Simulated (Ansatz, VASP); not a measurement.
## SiNi2 in VASP and in Ansatz

```
Si Ni
1.0
     3.86846    0.00000    0.00000
    -1.93423    3.35019    0.00000
     0.00000    0.00000    4.91699
Si Ni
2 4
Direct
  0.33333 0.66667 0.75000
  0.66667 0.33333 0.25000
  0.00000 0.00000 0.99746
  0.00000 0.00000 0.49746
  0.33333 0.66667 0.24746
  0.66667 0.33333 0.74746
```

Change from the starting cell: all Ni atoms moved +0.013 Å, as atom 3 towards its neighbour atom 4 (Ni) at 2.458 Å.

Alike in both runs: task single point; functional PBEsol; k mesh 12 × 12 × 10; occupations gaussian, width 0.15 eV; no spin polarisation.

|  | VASP | Ansatz |
| --- | --- | --- |
| version | VASP 6.6.1 | Ansatz 0.2.0 |
| potentials or method | VASP PAW PBE potentials, release 64 (Si, Ni), cutoff 520 eV | scalar-relativistic, plane waves, PAW |
| valence electrons in the cell | 48 | 80 |

|  | VASP | Ansatz | Ansatz less VASP |
| --- | --- | --- | --- |
| gap on the k mesh at the Fermi level (eV) | none | none | - |
| pressure (GPa) | 0.3 | 0.0 | -0.30 |
| traceless stress, the component that is largest in VASP (GPa) | -0.14 | 0.01 | +0.157 |
| rms of the force components (eV/Å) | 0.014 | 0.013 | -0.0004 |

VASP's potentials were made for PBE, not for PBEsol. Atom by atom the forces differ by 0.000 eV/Å (rms over components). A gap of «none» marks a metal or a gap that the smearing closes. The functional is the same, so the differences come from potentials, cutoffs and numerics. VASP's potentials hold 48 valence electrons a cell and Ansatz's 80, so a difference there can come from the potentials and not from the codes.
